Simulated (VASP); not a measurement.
# AlSi23HO48 (a cell with a defect) in VASP: a series of runs

AlSi23HO48 (a cell with a defect) is run at these levels: PBE; tasks: single point.

Program: VASP 6.6.1. These are calculated values, not measurements. Logs are shortened: lines on timing, memory, paths and dates and some standing lists are left out, and cuts for length are marked.

## 1. The cell of the first run

The cell holds a defect, 73 atoms: a = 9.832 Å, b = 9.832 Å, c = 10.818 Å, α = 90.00°, β = 90.00°, γ = 120.00°.

## 2. Single point, PBE

Input file INCAR:

```
  ALGO = Normal
  EDIFF = 1E-7
  ENCUT = 520
  GGA = PE
  ISIF = 2
  ISMEAR = 0
  LASPH = T
  LCHARG = T
  LELF = T
  LREAL = Auto
  LVHAR = T
  LWAVE = F
  NBANDS = 234
  NELM = 80
  PREC = Accurate
  SIGMA = 0.02
```

Input file KPOINTS:

```
k-points
0
Gamma
  1 1 1
```

Input file POSCAR:

```
AlSi23HO48
1.0
    9.8316000000      0.0000000000      0.0000000000
   -4.9158000000      8.5144150000      0.0000000000
    0.0000000000      0.0000000000     10.8182000000
Si O Al H
23 48 1 1
Direct
    0.2707910000      0.0001523800      0.1602280000
    0.0031078000      0.2738780000      0.3372560000
    0.2257670000      0.2327160000      0.0010558000
    0.2662600000      0.9963501000      0.6615830000
    0.9973292000      0.2695350000      0.8371510000
    0.2324570000      0.2240680000      0.4965950000
    0.2683800000      0.5020170000      0.1688810000
    0.0046040000      0.7704050000      0.3332450000
    0.2307490000      0.7280770000      0.9952677000
    0.9983032000      0.7660620000      0.8316270000
    0.2377440000      0.7355440000      0.4972600000
    0.7690230000      0.0099828000      0.1657910000
    0.4987680000      0.2630270000      0.3282030000
    0.7271050000      0.2349560000      0.9983316000
    0.7699370000      0.0028498000      0.6656050000
    0.4897170000      0.2690740000      0.8299280000
    0.7308480000      0.2336040000      0.5005640000
    0.7687620000      0.5019070000      0.1691910000
    0.5008740000      0.7728650000      0.3307920000
    0.7444360000      0.7446600000      0.0064547000
    0.7574780000      0.5006330000      0.6641390000
    0.5087570000      0.7701700000      0.8400500000
    0.7367760000      0.7400850000      0.4952760000
    0.0669990000      0.2014560000      0.4423840000
    0.2933680000      0.3635730000      0.1109120000
    0.1424440000      0.4380810000      0.2816240000
    0.2047280000      0.0687820000      0.0535790000
    0.3563660000      0.2834140000      0.3811320000
    0.4374350000      0.1364230000      0.2151890000
    0.0572690000      0.2009390000      0.9500830000
    0.3010870000      0.3461210000      0.6088230000
    0.1344440000      0.4335340000      0.7872490000
    0.2007330000      0.0538050000      0.5466670000
    0.3529940000      0.2961840000      0.8878520000
    0.4270900000      0.1377590000      0.7214780000
    0.0715580000      0.7136130000      0.4468100000
    0.3013150000      0.8671760000      0.0981760000
    0.1415890000      0.9302960000      0.2706040000
    0.2028910000      0.5674830000      0.0590350000
    0.3642020000      0.8036030000      0.3831170000
    0.4353540000      0.6407000000      0.2216290000
    0.0661520000      0.7023680000      0.9406990000
    0.3041460000      0.8641220000      0.6100360000
    0.1352720000      0.9272650000      0.7715610000
    0.2152660000      0.5737100000      0.5473820000
    0.3559620000      0.7787600000      0.8802220000
    0.4552200000      0.6206830000      0.7368980000
    0.5674600000      0.2010270000      0.4380930000
    0.7921120000      0.3639660000      0.1091680000
    0.6354010000      0.4319020000      0.2765330000
    0.6982380000      0.0688910000      0.0545700000
    0.8699110000      0.3055760000      0.3976290000
    0.9302700000      0.1514330000      0.2220930000
    0.5657320000      0.2155110000      0.9399210000
    0.7780370000      0.3568910000      0.6150950000
    0.6163690000      0.4405850000      0.7689160000
    0.7068080000      0.0694810000      0.5556000000
    0.8542380000      0.2926750000      0.8876010000
    0.9311320000      0.1375530000      0.7265500000
    0.5713950000      0.7143480000      0.4420600000
    0.8084990000      0.8785630000      0.1125620000
    0.6388960000      0.9375190000      0.2749870000
    0.7126420000      0.5782480000      0.0609500000
    0.8670440000      0.8013900000      0.3856450000
    0.9344440000      0.6342550000      0.2273320000
    0.5771530000      0.7178900000      0.9544130000
    0.7978400000      0.8654860000      0.6093110000
    0.6340290000      0.9297530000      0.7728060000
    0.7053340000      0.5729530000      0.5507980000
    0.8663110000      0.8003780000      0.8909460000
    0.9205510000      0.6317050000      0.7255820000
    0.2600150000      0.4856160000      0.6635380000
    0.4998186500      0.5744277200      0.7461074800
```

Potentials or basis: VASP PAW PBE potentials, release 64 (Si, O, Al, H).

The run is started by

```sh
$ cat potpaw_PBE.64/Si/POTCAR potpaw_PBE.64/O/POTCAR potpaw_PBE.64/Al/POTCAR potpaw_PBE.64/H/POTCAR > POTCAR
$ mpirun -np 1 vasp_gam > vasp.out
```

OUTCAR:

```text
EDIFF = 1E-7
   ENCUT = 520
   GGA = PE
   ISIF = 2
   ISMEAR = 0
   LASPH = T
   LREAL = Auto
   NELM = 80
   PREC = Accurate

 ion  position               nearest neighbor table
   1  0.271  0.000  0.160-  29 1.62  38 1.62  37 1.63  27 1.63  13 3.04   3 3.07   9 3.07   8 3.09

   2  0.003  0.274  0.337-  26 1.62  24 1.63  52 1.63  53 1.63   7 3.05  17 3.06   6 3.07  12 3.08

   3  0.226  0.233  0.001-  30 1.62  27 1.62  25 1.63  34 1.64   5 3.02  16 3.06   7 3.06   1 3.07
[... 33 lines left out ...]
  20  0.744  0.745  0.006-  63 1.62  61 1.62  70 1.63  66 1.63  12 3.03  22 3.04  10 3.05  18 3.07

  21  0.757  0.501  0.664-  55 1.61  71 1.61  69 1.62  56 1.65  16 3.06  23 3.07  17 3.07  10 3.09

  22  0.509  0.770  0.840-  68 1.60  46 1.61  66 1.61  47 1.71  20 3.04   9 3.05  15 3.08
  23  0.737  0.740  0.495-  60 1.62  64 1.62  69 1.63  67 1.63   8 3.05  15 3.06  19 3.07  21 3.07

  24  0.067  0.201  0.442-   2 1.63   6 1.64
  25  0.293  0.364  0.111-   7 1.63   3 1.63
  26  0.142  0.438  0.282-   2 1.62   7 1.62
  27  0.205  0.069  0.054-   3 1.62   1 1.63
  28  0.356  0.283  0.381-  13 1.62   6 1.64
  29  0.437  0.136  0.215-   1 1.62  13 1.63
[... 15 lines left out ...]
  45  0.215  0.574  0.547-  11 1.59  72 1.70
  46  0.356  0.779  0.880-  22 1.61   9 1.64
  47  0.455  0.621  0.737-  73 0.78  22 1.71  72 1.88
  48  0.567  0.201  0.438-  17 1.62  13 1.63
  49  0.792  0.364  0.109-  18 1.62  14 1.63
  50  0.635  0.432  0.277-  18 1.62  13 1.63
  51  0.698  0.069  0.055-  14 1.63  12 1.63
  52  0.870  0.306  0.398-  17 1.63   2 1.63
  53  0.930  0.151  0.222-  12 1.62   2 1.63
[... 16 lines left out ...]
  70  0.866  0.800  0.891-  20 1.63  10 1.63
  71  0.921  0.632  0.726-  21 1.61  10 1.62
  72  0.260  0.486  0.664-  45 1.70  32 1.72  31 1.72  47 1.88   5 3.04   6 3.04  11 3.14
  73  0.500  0.574  0.746-  47 0.78

  LATTYP: Found a hexagonal cell.
 ALAT       =     9.8316000000
 C/A-ratio  =     1.1003498922

  Lattice vectors:

 A1 = (   9.8316000000,   0.0000000000,   0.0000000000)
 A2 = (  -4.9158000000,   8.5144150000,   0.0000000000)
 A3 = (   0.0000000000,   0.0000000000,  10.8182000000)

Analysis of symmetry for initial positions (statically):
=====================================================================
 Subroutine PRICEL returns:
 Original cell was already a primitive cell.

 Routine SETGRP: Setting up the symmetry group for a
 hexagonal supercell.

 Subroutine GETGRP returns: Found  1 space group operations
 (whereof  1 operations were pure point group operations)
 out of a pool of 24 trial point group operations.

The static configuration has the point symmetry C_1 .

Analysis of symmetry for dynamics (positions and initial velocities):
=====================================================================
 Subroutine PRICEL returns:
 Original cell was already a primitive cell.

 Routine SETGRP: Setting up the symmetry group for a
 hexagonal supercell.

 Subroutine GETGRP returns: Found  1 space group operations
 (whereof  1 operations were pure point group operations)
 out of a pool of 24 trial point group operations.

The dynamic configuration has the point symmetry C_1 .

 Subroutine INISYM returns: Found  1 space group operations
 (whereof  1 operations are pure point group operations),
 and found     1 'primitive' translations

----------------------------------------------------------------------------------------

                                     Primitive cell

  volume of cell :     905.5950

  direct lattice vectors                    reciprocal lattice vectors
     9.831600000  0.000000000  0.000000000     0.101712844  0.058723941  0.000000000
    -4.915800000  8.514415000  0.000000000     0.000000000  0.117447881  0.000000000
     0.000000000  0.000000000 10.818200000     0.000000000  0.000000000  0.092436819

  length of vectors
     9.831600000  9.831599688 10.818200000     0.117447877  0.117447881  0.092436819

  position of ions in fractional coordinates (direct lattice)
     0.270791000  0.000152380  0.160228000
[... 163 lines left out ...]

  Length of vectors
     0.117447877  0.117447881  0.092436819

  Shift w.r.t. Gamma in fractional coordinates (k-lattice)
     0.000000000  0.000000000  0.000000000

 Subroutine IBZKPT returns following result:
 ===========================================

 Found      1 irreducible k-points:

 Following reciprocal coordinates:
            Coordinates               Weight
  0.000000  0.000000  0.000000      1.000000
   k-points           NKPTS =      1   k-points in BZ     NKDIM =      1   number of bands    NBANDS=    234
   number of dos      NEDOS =    301   number of ions     NIONS =     73
   total plane-waves  NPLWV = 512000
   dimension x,y,z NGX =    80 NGY =   80 NGZ =   80
   dimension x,y,z NGXF=   160 NGYF=  160 NGZF=  160
   ions per type =              23  48   1   1
   NGX,Y,Z   is equivalent  to a cutoff of  13.53, 13.53, 12.29 a.u.
   NGXF,Y,Z  is equivalent  to a cutoff of  27.05, 27.05, 24.59 a.u.
 SYSTEM =  unknown system
   PREC   = accura    normal or accurate (medium, high low for compatibility)
   ISTART =      0    job   : 0-new  1-cont  2-samecut
   ICHARG =      2    charge: 1-file 2-atom 10-const
   ISPIN  =      1    spin polarized calculation?
   LNONCOLLINEAR =      F non collinear calculations
   LSORBIT =      F    spin-orbit coupling
   LASPH  =      T    aspherical Exc in radial PAW
   ENCUT  =  520.0 eV  38.22 Ry    6.18 a.u.  18.28 18.28 20.11*2*pi/ulx,y,z
   NELM   =     80;   NELMIN=  2; NELMDL= -5     # of ELM steps
   EDIFF  = 0.1E-06   stopping-criterion for ELM
   LREAL  =      T    real-space projection
   EDIFFG = 0.1E-05   stopping-criterion for IOM
   NSW    =      0    number of steps for IOM
   IBRION =     -1    ionic relax: 0-MD 1-quasi-New 2-CG
   NFREE  =      0    steps in history (QN), initial steepest desc. (CG)
   ISIF   =      2    stress and relaxation
   ISYM   =      2    0-nonsym 1-usesym 2-fastsym
   POTIM  = 0.5000    time-step for ionic-motion
   TEBEG  =    0.0;   TEEND  =   0.0 temperature during run
   PSTRESS=    0.0 pullay stress
   NELECT =     384.0000    total number of electrons
   NUPDOWN=      -1.0000    fix difference up-down
   EMIN   =  10.00;   EMAX   =-10.00  energy-range for DOS
   EFERMI =   0.00;   METHOD = LEGACY
   ISMEAR =     0;   SIGMA  =   0.02  broadening in eV -4-tet -1-fermi 0-gaus
   EFERMI_NEDOS =   21; number of points for ismear=-14 and -15
   IALGO  =     38    algorithm
   IMIX   =      4    mixing-type and parameters
     AMIX     =   0.40;   BMIX     =  1.00
     AMIX_MAG =   1.60;   BMIX_MAG =  1.00
  volume/ion in A,a.u.               =      12.41        83.72
  Fermi-wavevector in a.u.,A,eV,Ry     =   1.229912  2.324196 20.581296  1.512683
  Thomas-Fermi vector in A             =   2.364781
   LORBIT       =      0    0 simple, 1 ext, 2 COOP (PROOUT), +10 PAW based schemes
   GGA     = PE    functional components
   LHFCALC =     F    Hartree Fock is set to
   AEXX    =    0.0000 exact exchange contribution
   IVDW    =     0    specifies the selected vdW correction
   LEPSILON=     F    determine dielectric tensor
   LRPA    =     F    only Hartree local field effects (RPA)
 non-spin polarized calculation
 Gauss-broadening in eV      SIGMA  =   0.02
  energy-cutoff  :      520.00
  volume of cell :      905.60
 maximum number of plane-waves:     12195
 NGX is ok and might be reduce to    80
   NGX = 37   NGY = 37   NGZ = 41

 number of electron     384.0000040 magnetization

 Free energy of the ion-electron system (eV)
  ---------------------------------------------------
  ext. energy  EPLUGINS =         0.00000000
  ---------------------------------------------------
  free energy    TOTEN  =      -568.56651698 eV

  energy without entropy =     -568.56651698  energy(sigma->0) =     -568.56651698

 E-fermi :   1.5984     XC(G=0):  -9.2625

 val. band max:        1.4764207447   @ k =   0.0000   0.0000   0.0000
 cond. band min:       6.9149003496   @ k =   0.0000   0.0000   0.0000
 fundamental gap:      5.4384796050
 Fermi energy:         1.5984163089

 k-point     1 :       0.0000    0.0000    0.0000
  band No.  band energies     occupation
      1     -20.2672      2.00000
      2     -18.1941      2.00000
      3     -17.8419      2.00000
      4     -17.7657      2.00000
      5     -17.7424      2.00000
      6     -17.7163      2.00000
[... 196 lines left out ...]
    203       9.9033      0.00000
    204       9.9997      0.00000
 [bands above 204 left out]

------------------------ aborting loop because EDIFF is reached ----------------------------------------

  FORCE on cell =-STRESS in cart. coord.  units (eV):
  Direction    XX          YY          ZZ          XY          YZ          ZX
  --------------------------------------------------------------------------------------
  -------------------------------------------------------------------------------------
  Total       25.9912366     21.0627766     17.5768654     -6.6050206     -1.5526273      1.4550823
  in kB       45.9836567     37.2642327     31.0969639    -11.6855924     -2.7469058      2.5743294
  external PRESSURE =      38.1149511 kB  Pullay stress =       0.0000000 kB

 VOLUME and BASIS-vectors are now :
 -----------------------------------------------------------------------------
  energy-cutoff  :      520.00
  volume of cell :      905.60
      direct lattice vectors                 reciprocal lattice vectors
     9.831600000  0.000000000  0.000000000     0.101712844  0.058723941  0.000000000
    -4.915800000  8.514415000  0.000000000     0.000000000  0.117447881  0.000000000
     0.000000000  0.000000000 10.818200000     0.000000000  0.000000000  0.092436819

 POSITION                                       TOTAL-FORCE (eV/Angst)
 -----------------------------------------------------------------------------------
      2.66156      0.00130      1.73338         0.003573      0.012531     -0.006758
     -1.31577      2.33191      3.64850        -0.018058      0.013768     -0.000332
      1.07567      1.98144      0.01142         0.047799     -0.007235     -0.034731
     -2.28010      8.48334      7.15714         0.026165      0.051421      0.053439
      8.48036      2.29493      9.05647        -0.047673     -0.054788      0.037616
      1.18395      1.90781      5.37226        -0.004528     -0.043458     -0.050755
[... 65 lines left out ...]
      0.16917      4.13474      7.17829        -0.225546     -0.118775     -0.127464
      2.09025      4.89092      8.07154        17.954478    -10.567197      2.542703
 -----------------------------------------------------------------------------------
    total drift:                               -0.014505     -0.037217     -0.029463

  FREE ENERGIE OF THE ION-ELECTRON SYSTEM (eV)
  ---------------------------------------------------
  free  energy   TOTEN  =      -568.5665169812 eV

  energy  without entropy=     -568.5665169812  energy(sigma->0) =     -568.56651698
```

Run time: 14 min. Hardware: 1 thread of Intel Xeon 8259CL, shared host; peak memory 0.99 GiB.

What came out:

```
Free energy            : -568.5665 eV
Pressure               : 3.8 GPa
Largest force          : 20.988 eV/Å
Band gap on the k mesh : 5.44 eV
```

Forces on the atoms (eV/Å):
```
Si    0.004   0.013  -0.007
Si   -0.018   0.014   0.000
Si    0.048  -0.007  -0.035
Si    0.026   0.051   0.053
Si   -0.048  -0.055   0.038
Si   -0.005  -0.043  -0.051
Si    0.014  -0.021   0.006
Si   -0.016   0.011  -0.003
Si   -0.058  -0.013   0.026
Si   -0.021  -0.038  -0.048
Si   -0.047   0.033  -0.021
Si    0.011   0.015  -0.002
Si    0.013   0.013   0.006
Si   -0.075   0.004  -0.023
Si    0.034   0.051  -0.051
Si    0.091   0.318  -0.147
Si   -0.025   0.048   0.048
Si    0.005  -0.010  -0.013
Si    0.003   0.015  -0.009
Si    0.090  -0.040   0.002
Si   -0.217  -0.115   0.240
Si   -0.196   0.354   0.208
Si    0.059  -0.074  -0.003
O     0.011   0.011   0.011
O    -0.018   0.005   0.002
O     0.006   0.002  -0.002
O     0.007  -0.006   0.018
O    -0.019  -0.005   0.018
O    -0.006   0.001   0.009
O    -0.026   0.011  -0.018
O    -0.030   0.110   0.076
O     0.088   0.097  -0.051
O    -0.007   0.011  -0.012
O    -0.084  -0.028   0.058
O    -0.034  -0.085  -0.032
O     0.028   0.007   0.006
O     0.000  -0.019  -0.017
O     0.010  -0.011  -0.004
O     0.017   0.009  -0.008
O    -0.009  -0.016   0.013
O    -0.005   0.009   0.003
O     0.024   0.014   0.007
O     0.013  -0.038  -0.019
O     0.014  -0.003  -0.010
O     0.062  -0.039   0.063
O     0.073  -0.048  -0.048
O   -17.773  10.453  -2.539
O    -0.007   0.004  -0.018
O    -0.006   0.000   0.002
O     0.006  -0.002  -0.001
O     0.018  -0.010   0.009
O     0.016  -0.014  -0.011
O    -0.007   0.004   0.007
O     0.039  -0.036   0.055
O     0.053  -0.047  -0.078
O     0.245  -0.194  -0.010
O     0.020  -0.020   0.017
O     0.047  -0.013  -0.011
O    -0.009   0.013   0.018
O    -0.018   0.012   0.005
O    -0.026  -0.010  -0.010
O     0.004  -0.015   0.000
O     0.002   0.017   0.014
O    -0.002  -0.002  -0.002
O    -0.006   0.016   0.012
O    -0.077  -0.032  -0.131
O    -0.032   0.001   0.014
O    -0.005  -0.098  -0.007
O    -0.013   0.074  -0.069
O    -0.022   0.005   0.025
O     0.037   0.069   0.016
Al   -0.226  -0.119  -0.127
H    17.954 -10.567   2.543
```

Stress tensor (GPa, compression positive):
```
 4.60 -1.17  0.26
-1.17  3.73 -0.27
 0.26 -0.27  3.11
```

Caveat: the k points lie up to 0.74 Å⁻¹ apart.

## 3. Single point, PBE

Input file INCAR:

```
SYSTEM = AlSi23HO48
PREC = Accurate
ENCUT = 520
EDIFF = 1E-6
ISMEAR = 0
SIGMA = 0.02
LREAL = Auto
LASPH = .True.
NELM = 60
ALGO = Normal
ISIF = 2
LWAVE = .False.
LCHARG = .False.
GGA = PE
NBANDS = 234
```

Input file KPOINTS:

```
Automatic mesh
0
Gamma
  1 1 1
  0 0 0
```

Edit POSCAR of step 2 so:

```diff
@@ -80,2 +80,2 @@
     0.2600150000      0.4856160000      0.6635380000
-    0.4998186500      0.5744277200      0.7461074800
+    0.5032493200      0.5708696300      0.7468159000
```

Potentials or basis: VASP PAW PBE potentials, release 64 (Si, O, Al, H).

The run is started by

```sh
$ cat potpaw_PBE.64/Si/POTCAR potpaw_PBE.64/O/POTCAR potpaw_PBE.64/Al/POTCAR potpaw_PBE.64/H/POTCAR > POTCAR
$ mpirun -np 1 vasp_gam > vasp.out
```

It took 13 min on 1 thread of Intel Xeon 8259CL, shared host; peak memory 0.99 GiB.

Results (log left out):

- Free energy: -569.5211 eV
- Pressure: 3.4 GPa
- Largest force: 11.521 eV/Å
- Band gap on the k mesh: 5.43 eV

Forces on the atoms (eV/Å):
```
Si   0.005  0.008 -0.006
Si  -0.015  0.014 -0.001
Si   0.037 -0.008 -0.026
Si   0.024  0.040  0.045
Si  -0.041 -0.047  0.029
Si  -0.008 -0.040 -0.047
Si   0.013 -0.016  0.004
Si  -0.014  0.012 -0.003
Si  -0.044 -0.013  0.016
Si  -0.015 -0.029 -0.037
Si  -0.039  0.027 -0.017
Si   0.012  0.011 -0.003
Si   0.010  0.013  0.005
Si  -0.061  0.000 -0.017
Si   0.026  0.039 -0.037
Si   0.074  0.248 -0.115
Si  -0.020  0.035  0.040
Si   0.006 -0.008 -0.012
Si   0.003  0.013 -0.007
Si   0.065 -0.033  0.002
Si  -0.163 -0.093  0.189
Si  -0.151  0.266  0.155
Si   0.045 -0.058 -0.004
O    0.010  0.010  0.010
O   -0.016  0.002  0.000
O    0.005  0.000 -0.002
O    0.008 -0.003  0.015
O   -0.017 -0.005  0.017
O   -0.006  0.002  0.009
O   -0.022  0.010 -0.016
O   -0.025  0.091  0.064
O    0.073  0.083 -0.046
O   -0.005  0.010 -0.011
O   -0.067 -0.023  0.047
O   -0.029 -0.067 -0.025
O    0.025  0.007  0.006
O   -0.003 -0.016 -0.014
O    0.009 -0.010 -0.004
O    0.016  0.007 -0.004
O   -0.009 -0.015  0.012
O   -0.005  0.008  0.003
O    0.018  0.014  0.005
O    0.009 -0.032 -0.018
O    0.014 -0.002 -0.011
O    0.053 -0.037  0.055
O    0.052 -0.039 -0.033
O   -9.747  5.711 -1.383
O   -0.007  0.006 -0.016
O   -0.008 -0.001  0.000
O    0.007 -0.002 -0.001
O    0.016 -0.006  0.008
O    0.013 -0.013 -0.008
O   -0.007  0.005  0.007
O    0.031 -0.026  0.042
O    0.040 -0.038 -0.063
O    0.198 -0.157 -0.008
O    0.017 -0.014  0.013
O    0.039 -0.012 -0.008
O   -0.008  0.014  0.018
O   -0.014  0.012  0.002
O   -0.023 -0.007 -0.008
O    0.005 -0.014  0.000
O    0.005  0.013  0.013
O   -0.001 -0.005 -0.001
O   -0.006  0.015  0.011
O   -0.053 -0.022 -0.096
O   -0.026 -0.002  0.008
O    0.000 -0.072 -0.011
O   -0.010  0.060 -0.053
O   -0.017  0.002  0.020
O    0.026  0.056  0.013
Al  -0.167 -0.084 -0.092
H    9.861 -5.796  1.378
```

Stress tensor (GPa, compression positive):
```
 3.72 -0.65  0.12
-0.65  3.43 -0.21
 0.12 -0.21  3.10
```

Levels at points of the mesh, in eV from the valence-band top:
```
           k point  band 190  band 191  band 192  band 193  band 194  band 195
(0.00, 0.00, 0.00)     -0.35     -0.22      0.00      5.43      7.34      7.42
```

Caveat: the k points lie up to 0.74 Å⁻¹ apart.

(Continued in part 2 of 2.)
